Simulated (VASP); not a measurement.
A run of VASP 6.6.1 is set up as follows.

The input INCAR:

```
PREC = Accurate ; ENCUT = 520
EDIFF = 1E-7 ; ISMEAR = 0
SIGMA = 0.05 ; LREAL = False
LASPH = True ; NELM = 60
ALGO = Normal ; ISIF = 2
LWAVE = False ; LCHARG = False
GGA = CA ; NBANDS = 28
```

Contents of KPOINTS:

```
Automatic mesh
0
Gamma
  6 6 6
```

The input POSCAR:

```
CsCaF3
1.0
    4.6561469609      0.0000000000      0.0000000000
    0.0000000000      4.6561469609      0.0000000000
    0.0000000000      0.0000000000      4.5205310300
Cs Ca F
1 1 3
Direct
    0.0000000000      0.0000000000      0.0000000000
    0.5000000000      0.5000000000      0.5000000000
    0.0000000000      0.5000000000      0.5000000000
    0.5000000000      0.0000000000      0.5000000000
    0.5000000000      0.5000000000      0.0000000000
```

Potentials or basis: VASP PAW LDA potentials, release 64 (Cs_sv, Ca_sv, F).

Launch:

```bash
$ cat potpaw_LDA.64/Cs_sv/POTCAR potpaw_LDA.64/Ca_sv/POTCAR potpaw_LDA.64/F/POTCAR > POTCAR
$ mpirun -np 1 vasp_std > vasp.out
```

(1) Estimate the pressure.

(2) Estimate the band gap on the k mesh.

Results:

(1) -6.1 GPa.

(2) 6.43 eV (least direct gap 6.47 eV).

Caveat: the cell differs from its parent crystal (strain +0.030 along x and y, +0.000 along z); the cell stands under tension; spin-orbit coupling is left out, which moves the levels of the heavy elements.
